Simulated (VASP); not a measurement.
# Sn3As (Im-3m) in VASP: further runs, part 2 of 2

VASP 6.6.1.

### Step 5. Single point, PBE (28.65 Å³/atom)

This run uses another cell than the first one, of 28.65 Å³/atom.

INCAR

```
SYSTEM = Sn3As
PREC = Accurate
ENCUT = 520
EDIFF = 1E-6
ISMEAR = 0
SIGMA = 0.1
LREAL = .FALSE.
LASPH = .TRUE.
NELM = 100
ALGO = Fast
ISIF = 2
LWAVE = .FALSE.
LCHARG = .FALSE.
GGA = PE
NBANDS = 32
```

KPOINTS

```
Automatic mesh
0
G
  12 12 12
  0 0 0
```

POSCAR

```
Sn3As
1.0
   -3.0598768843      3.0598768843      3.0598768843
    3.0598768843     -3.0598768843      3.0598768843
    3.0598768843      3.0598768843     -3.0598768843
Sn As
3 1
Direct
    0.0000000000      0.5000000000      0.5000000000
    0.5000000000      0.0000000000      0.5000000000
    0.5000000000      0.5000000000      0.0000000000
    0.0000000000      0.0000000000      0.0000000000
```

Launch:

```console
cat potpaw_PBE.64/Sn_d/POTCAR potpaw_PBE.64/As/POTCAR > POTCAR
mpirun -np 1 vasp_std > vasp.out
```

Run time: 2.9 min. Hardware: 1 thread of Intel Xeon Platinum 8488C (Sapphire Rapids), shared host; peak memory 0.39 GiB.

The run converged. Its results:

```
Free energy            : -15.9712 eV
Pressure               : -2.8 GPa
Band gap on the k mesh : zero (an odd number of electrons rules out a gap without spin polarisation)
```

Levels at points of the mesh, in eV from the Fermi level:
| k point | band 22 | band 23 | band 24 | band 25 | band 26 | band 27 |
| --- | --- | --- | --- | --- | --- | --- |
| (0.00, 0.00, 0.00) | -2.50 | -1.96 | -1.96 | -1.96 | 3.18 | 3.18 |
| (0.50, 0.00, 0.00) | -0.45 | 0.18 | 0.46 | 0.49 | 2.11 | 2.89 |
| (0.50, 0.50, 0.50) | -1.91 | -0.20 | -0.20 | -0.20 | 6.09 | 6.09 |

Caveat: spin-orbit coupling is left out, which moves the levels of the heavy elements.

### Step 6. Single point, PBE (29.73 Å³/atom)

This run uses another cell than the first one, of 29.73 Å³/atom.

INCAR

```
SYSTEM = Sn3As
PREC = Accurate
ENCUT = 520
EDIFF = 1E-6
ISMEAR = 0
SIGMA = 0.1
LREAL = .False.
LASPH = .True.
NELM = 60
ALGO = Fast
ISIF = 2
LWAVE = .False.
LCHARG = .True.
GGA = PE
LELF = .True.
LVHAR = .True.
NBANDS = 32
```

KPOINTS

```
Automatic mesh
0
Gamma
  12 12 12
  0 0 0
```

POSCAR

```
Sn3As
1.0
   -3.0978916643      3.0978916643      3.0978916643
    3.0978916643     -3.0978916643      3.0978916643
    3.0978916643      3.0978916643     -3.0978916643
Sn As
3 1
Direct
    0.0000000000      0.5000000000      0.5000000000
    0.5000000000      0.0000000000      0.5000000000
    0.5000000000      0.5000000000      0.0000000000
    0.0000000000      0.0000000000      0.0000000000
```

Potentials or basis: VASP PAW PBE potentials, release 64 (Sn_d, As).

Launch:

```console
cat potpaw_PBE.64/Sn_d/POTCAR potpaw_PBE.64/As/POTCAR > POTCAR
mpirun -np 1 vasp_std > vasp.out
```

OUTCAR:

```text
SYSTEM = Sn3As
   PREC = Accurate
   ENCUT = 520
   EDIFF = 1E-6
   ISMEAR = 0
   LREAL = .False.
   LASPH = .True.
   NELM = 60
   ISIF = 2
   GGA = PE

 ion  position               nearest neighbor table
   1  0.000  0.500  0.500-   2 3.10   3 3.10   4 3.10   4 3.10   3 3.10   2 3.10
   2  0.500  0.000  0.500-   1 3.10   3 3.10   4 3.10   3 3.10   4 3.10   1 3.10
   3  0.500  0.500  0.000-   1 3.10   2 3.10   4 3.10   2 3.10   1 3.10   4 3.10
   4  0.000  0.000  0.000-   1 3.10   2 3.10   3 3.10   1 3.10   2 3.10   3 3.10

  LATTYP: Found a body centered cubic cell.
 ALAT       =     6.1957833286

  Lattice vectors:

 A1 = (  -3.0978916643,   3.0978916643,   3.0978916643)
 A2 = (   3.0978916643,  -3.0978916643,   3.0978916643)
 A3 = (   3.0978916643,   3.0978916643,  -3.0978916643)

Analysis of symmetry for initial positions (statically):
=====================================================================
 Subroutine PRICEL returns:
 Original cell was already a primitive cell.

 Routine SETGRP: Setting up the symmetry group for a
 body centered cubic supercell.

[... 170 lines left out ...]

 E-fermi :   5.5464     XC(G=0):  -9.5524

 val. band max:        5.5370731149   @ k =  -0.2500   0.3333   0.0833
 cond. band min:       5.5471392323   @ k =   0.3333   0.1667   0.0833
 fundamental gap:      0.0100661173
 Fermi energy:         5.5463770899

 k-point     1 :       0.0000    0.0000    0.0000
  band No.  band energies     occupation
      1     -15.9015      2.00000
      2     -15.9015      2.00000
      3     -15.8096      2.00000
      4     -15.7874      2.00000
      5     -15.7874      2.00000
      6     -15.7874      2.00000
[... 829 lines left out ...]
     31      11.5761      0.00000
     32      12.8701      0.00000

 [... further k-points ...]

------------------------ aborting loop because EDIFF is reached ----------------------------------------

  FORCE on cell =-STRESS in cart. coord.  units (eV):
  Direction    XX          YY          ZZ          XY          YZ          ZX
  --------------------------------------------------------------------------------------
  -------------------------------------------------------------------------------------
  Total       -3.0486542     -3.0486542     -3.0486542      0.0000000      0.0000000     -0.0000000
  in kB      -41.0733460    -41.0733460    -41.0733460      0.0000000      0.0000000     -0.0000000
  external PRESSURE =     -41.0733460 kB  Pullay stress =       0.0000000 kB

 VOLUME and BASIS-vectors are now :
 -----------------------------------------------------------------------------
  energy-cutoff  :      520.00
  volume of cell :      118.92
      direct lattice vectors                 reciprocal lattice vectors
    -3.097891664  3.097891664  3.097891664     0.000000000  0.161400092  0.161400092
     3.097891664 -3.097891664  3.097891664     0.161400092  0.000000000  0.161400092
     3.097891664  3.097891664 -3.097891664     0.161400092  0.161400092  0.000000000

 POSITION                                       TOTAL-FORCE (eV/Angst)
 -----------------------------------------------------------------------------------
      3.09789      0.00000      0.00000         0.000000     -0.000000      0.000000
      0.00000      3.09789      0.00000        -0.000000      0.000000     -0.000000
      0.00000      0.00000      3.09789        -0.000000      0.000000      0.000000
      0.00000      0.00000      0.00000         0.000000     -0.000000      0.000000
 -----------------------------------------------------------------------------------
    total drift:                               -0.000000     -0.000000      0.000000

  FREE ENERGIE OF THE ION-ELECTRON SYSTEM (eV)
  ---------------------------------------------------
  free  energy   TOTEN  =       -15.8792741206 eV

  energy  without entropy=      -15.8670528374  energy(sigma->0) =      -15.87316348
```

OSZICAR:

```text
N       E                     dE             d eps       ncg     rms          rms(c)
DAV:   1     0.431328929602E+03    0.43133E+03   -0.23268E+04  4848   0.201E+03
DAV:   2     0.396090839948E+02   -0.39172E+03   -0.37975E+03  4624   0.536E+02
DAV:   3    -0.136334127983E+02   -0.53242E+02   -0.51967E+02  5656   0.168E+02
DAV:   4    -0.159304729059E+02   -0.22971E+01   -0.22933E+01  5112   0.382E+01
DAV:   5    -0.160025763619E+02   -0.72103E-01   -0.72099E-01  6624   0.705E+00    0.292E+00
RMM:   6    -0.158767582128E+02    0.12582E+00   -0.23825E-01  5401   0.289E+00    0.167E+00
RMM:   7    -0.158763218381E+02    0.43637E-03   -0.22488E-02  6249   0.112E+00    0.962E-01
RMM:   8    -0.158788946227E+02   -0.25728E-02   -0.12083E-02  5437   0.811E-01    0.109E-01
RMM:   9    -0.158792220785E+02   -0.32746E-03   -0.39485E-03  6751   0.473E-01    0.698E-02
RMM:  10    -0.158792481125E+02   -0.26034E-04   -0.56621E-04  6766   0.165E-01    0.369E-02
RMM:  11    -0.158792719839E+02   -0.23871E-04   -0.18162E-04  7218   0.787E-02    0.362E-03
RMM:  12    -0.158792737859E+02   -0.18020E-05   -0.30836E-05  6501   0.318E-02    0.569E-03
RMM:  13    -0.158792741206E+02   -0.33470E-06   -0.57610E-06  4572   0.141E-02
   1 F= -.15879274E+02 E0= -.15873163E+02  d E =-.122213E-01
```

stdout:

```text
POSCAR found type information on POSCAR SnAs
 POSCAR found :  2 types and       4 ions
 scaLAPACK will be used
 LDA part: xc-table for (Slater+PW92), standard interpolation
 POSCAR, INCAR and KPOINTS ok, starting setup
 FFT: planning ... GRIDC
 FFT: planning ... GRID_SOFT
 FFT: planning ... GRID
 WAVECAR not read
 entering main loop
```

Run time: 2.8 min. Hardware: 1 thread of Intel Xeon Platinum 8488C (Sapphire Rapids), shared host; peak memory 0.39 GiB.

What came out:

| Property | Result |
| --- | --- |
| Free energy | -15.8793 eV |
| Pressure | -4.1 GPa |
| Band gap on the k mesh | zero (an odd number of electrons rules out a gap without spin polarisation) |

Caveat: the cell stands under tension; spin-orbit coupling is left out, which moves the levels of the heavy elements.

### Step 7. Relaxation of cell and atoms, PBE

This run uses another cell than the first one, of 27.50 Å³/atom.

INCAR

```
PREC = Accurate ; ENCUT = 600
EDIFF = 1E-7 ; ISMEAR = 0
SIGMA = 0.1 ; LREAL = F
LASPH = T ; NELM = 60
ALGO = Fast ; ISIF = 3
LWAVE = F ; LCHARG = F
GGA = PE ; IBRION = 2
NSW = 100 ; EDIFFG = -0.01
```

KPOINTS

```
Automatic mesh
0
Gamma
  12 12 12
```

POSCAR

```
Sn3As
1.0
   -3.0183900200      3.0183900200      3.0183900200
    3.0183900200     -3.0183900200      3.0183900200
    3.0183900200      3.0183900200     -3.0183900200
Sn As
3 1
Direct
    0.0000000000      0.5000000000      0.5000000000
    0.5000000000      0.0000000000      0.5000000000
    0.5000000000      0.5000000000      0.0000000000
    0.0000000000      0.0000000000      0.0000000000
```

Launch:

```console
cat potpaw_PBE.64/Sn_d/POTCAR potpaw_PBE.64/As/POTCAR > POTCAR
mpirun -np 1 vasp_std > vasp.out
```

Run time: 8.2 min. Hardware: 1 thread of Intel Xeon Platinum 8488C (Sapphire Rapids), shared host; peak memory 0.44 GiB.

It converged, with:

* Free energy: -16.0292 eV
* Relaxed volume: 27.03 Å³/atom
* Relaxed cell: a = 5.198 Å, b = 5.198 Å, c = 5.198 Å, α = 109.47°, β = 109.47°, γ = 109.47°
* Space group after relaxing (to 0.1 Å): Im-3m (No. 229)
* Energy gained by relaxing: 1.3 meV/atom
* Ionic steps: 3
* Pressure after relaxing: 0.0 GPa
* Band gap on the k mesh: zero (an odd number of electrons rules out a gap without spin polarisation)

The path:
```csv
step,energy change (eV),largest force (eV/Å),pressure (GPa),volume (Å³)
1,0.0000,0.0000,-0.90,110.00
2,-0.0049,0.0000,0.27,107.57
3,-0.0054,0.0000,0.00,108.11
```

Final structure:
```
Sn As
1.0
    -3.00100    3.00100    3.00100
     3.00100   -3.00100    3.00100
     3.00100    3.00100   -3.00100
Sn As
3 1
Direct
  0.00000 0.50000 0.50000
  0.50000 0.00000 0.50000
  0.50000 0.50000 0.00000
  0.00000 0.00000 0.00000
```

Levels at points of the mesh, in eV from the Fermi level:
| k point | band 20 | band 21 | band 22 | band 23 | band 24 | band 25 | band 26 | band 27 |
| --- | --- | --- | --- | --- | --- | --- | --- | --- |
| (0.00, 0.00, 0.00) | -2.72 | -2.72 | -2.72 | -2.11 | -2.11 | -2.11 | 3.06 | 3.06 |
| (0.50, 0.00, 0.00) | -3.16 | -2.72 | -0.52 | 0.21 | 0.42 | 0.51 | 2.23 | 3.03 |
| (0.50, 0.50, 0.50) | -4.80 | -4.80 | -1.49 | -0.23 | -0.23 | -0.23 | 6.12 | 6.13 |

Caveat: spin-orbit coupling is left out, which moves the levels of the heavy elements.

### Step 8. The runs side by side

```tsv
task	cell	cutoff (eV)	gap on the mesh (eV)	pressure (GPa)
single point	a = 4.981 Å, angles 109.5°, 4 atoms	520	none	9.3
single point	a = 5.092 Å, angles 109.5°, 4 atoms	520	none	3.8
single point	a = 5.145 Å, angles 109.5°, 4 atoms	520	none	1.7
single point	a = 5.300 Å, angles 109.5°, 4 atoms	520	none	-2.8
single point	a = 5.366 Å, angles 109.5°, 4 atoms	520	none	-4.1
relaxation of cell and atoms	relaxed from a = 5.228 Å, angles 109.5°, 4 atoms	600	none	0.0
```

Alike in all rows: level PBE; potentials or basis VASP PAW PBE potentials, release 64 (Sn_d, As); no spin polarisation; k mesh 12 × 12 × 12; smearing gaussian 0.1 eV.

Caveats: spin-orbit coupling is left out, which moves the levels of the heavy elements; the cell stands under pressure (at least some runs); the cell stands under tension (at least some runs).

Total energies depend on the potentials used, so only differences within one code and one set of settings carry meaning.

The gap in the log of VASP goes by the Fermi energy; the results here count the filled bands.